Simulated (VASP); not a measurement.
Here is a VASP 6.6.1 calculation.

Contents of INCAR:

```
PREC = Accurate ; ENCUT = 520
EDIFF = 1E-6 ; ISMEAR = -1
SIGMA = 0.05 ; LREAL = False
LASPH = True ; NELM = 150
ALGO = Normal ; ISIF = 2
LWAVE = False ; LCHARG = False
ISPIN = 2 ; MAGMOM = -0.839 -0.839
LORBIT = 11 ; LMAXMIX = 4
GGA = PE ; NBANDS = 21
```

Contents of KPOINTS:

```
regular mesh
0
Gamma
  17 17 17
```

File POSCAR:

```
Ni
1.0
    0.0000000000      2.6163876565      2.6163876565
    2.6163876565      0.0000000000      2.6163876565
    2.6163876565      2.6163876565      0.0000000000
Ni
2
Direct
    0.1250000000      0.1250000000      0.1250000000
    0.8750000000      0.8750000000      0.8750000000
```

Potentials or basis: VASP PAW PBE potentials, release 64 (Ni).

Launch:

```console
$ cat potpaw_PBE.64/Ni/POTCAR > POTCAR
$ mpirun -np 1 vasp_std > vasp.out
```

What does it give for the net moment?

-1.59 μB per cell.

Estimate the site moments.

Ni -0.81 μB.

Caveat: the cell stands under tension.
